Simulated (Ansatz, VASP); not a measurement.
Au3C: VASP beside Ansatz

File INCAR:

```
SYSTEM = Au3C
PREC = Accurate
ENCUT = 520
EDIFF = 1E-7
ISMEAR = 0
SIGMA = 0.1
LREAL = .FALSE.
LASPH = .TRUE.
NELM = 60
ALGO = Normal
ISIF = 2
LWAVE = .FALSE.
LCHARG = .FALSE.
LDIPOL = .TRUE.
IDIPOL = 3
DIPOL = 0.5 0.5 0.348
GGA = PE
NBANDS = 26
```

The input KPOINTS:

```
regular mesh
0
G
  9 9 1
  0 0 0
```

File POSCAR:

```
Au3C
1.0
    2.9402049748      0.0000000000      0.0000000000
   -1.4701024874      2.5462922005      0.0000000000
    0.0000000000      0.0000000000     21.8974947720
Au C
3 1
Direct
    0.6666666667      0.3333333333      0.1826692981
    0.3333333333      0.6666666667      0.2945190844
    0.0000000000      0.0000000000      0.4063247812
    0.5555555556     -0.5555555556      0.5099896079
```

Input for Ansatz:

```yaml
crystal:
  lattice:
    - [2.9402049748, 0.0, 0.0]
    - [-1.4701024874, 2.5462922005, 0.0]
    - [0.0, 0.0, 21.897494772]
  atoms:
    - { symbol: Au, position: [0.6666666667, 0.3333333333, 0.1826692981] }
    - { symbol: Au, position: [0.3333333333, 0.6666666667, 0.2945190844] }
    - { symbol: Au, position: [0.0, 0.0, 0.4063247812] }
    - { symbol: C, position: [0.5555555556, -0.5555555556, 0.5099896079] }
basis:
  ecutwfc: 420
kpoints:
  mp_grid: { grid: [9, 9, 1] }
hamiltonian:
  xc: pbe
scf:
  occupations: { method: gaussian, width: 0.1 }
output:
  forces: true
  eigenvalues: true
efield:
  axis: 3
  dipole_correction: true
  ramp_width: 0.04
```

Alike in both runs: task single point; functional PBE; k mesh 9 × 9 × 1; occupations gaussian, width 0.1 eV; no spin polarisation.

```csv
,VASP,Ansatz
version,VASP 6.6.1,Ansatz 0.2.0
potentials or method,"VASP PAW PBE potentials, release 64 (Au, C), cutoff 520 eV","scalar-relativistic, plane waves, PAW"
valence electrons in the cell,37,61
```

|  | VASP | Ansatz | Ansatz less VASP |
| --- | --- | --- | --- |
| gap on the k mesh at the Fermi level (eV) | none | none | - |
| rms of the force components (eV/Å) | 0.545 | 0.547 | +0.0021 |

Atom by atom the forces differ by 0.003 eV/Å (rms over components). A gap of «none» marks a metal or a gap that the smearing closes. The functional is the same, so the differences come from potentials, cutoffs and numerics. VASP's potentials hold 37 valence electrons a cell and Ansatz's 61, so a difference there can come from the potentials and not from the codes.

Neither program's run includes spin-orbit coupling.
